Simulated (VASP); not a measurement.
Sn, 2 atoms in the cell. It takes space group Fd-3m (No. 227, cubic). Conventional cell: a = 6.658 Å, b = 6.658 Å, c = 6.658 Å, α = 90.00°, β = 90.00°, γ = 90.00°. Within 3.8 Å of Sn (site symmetry -43m) lie 4 Sn at 2.88 Å. This isn't the form of Sn at room conditions, which is tetragonal (white tin).

* Program: VASP 6.6.1
* Task: single point
* Functional: PBE
* Potentials or basis: VASP PAW PBE potentials, release 64 (Sn_d)
* Cutoff: 520 eV
* k mesh: 8 × 8 × 8
* Occupations: fermi-dirac, width 0.3 eV
* Spin: no spin polarisation
* Dipole correction: no
* Further INCAR settings: ALGO = Normal; EDIFF = 1e-06; NBANDS = 21

Potentials or basis: VASP PAW PBE potentials, release 64 (Sn_d).

Command:

```console
$ cat potpaw_PBE.64/Sn_d/POTCAR > POTCAR
$ mpirun -np 1 vasp_std > vasp.out
```

Hardware: 1 thread of AMD EPYC 7R13, with other jobs on the host.

Problem. Estimate the wall time of this run.

Solution. It took 53 s on 1 thread of AMD EPYC 7R13 (shared host), peak memory 0.18 GiB. Counts: scf iterations 12, k points 29.
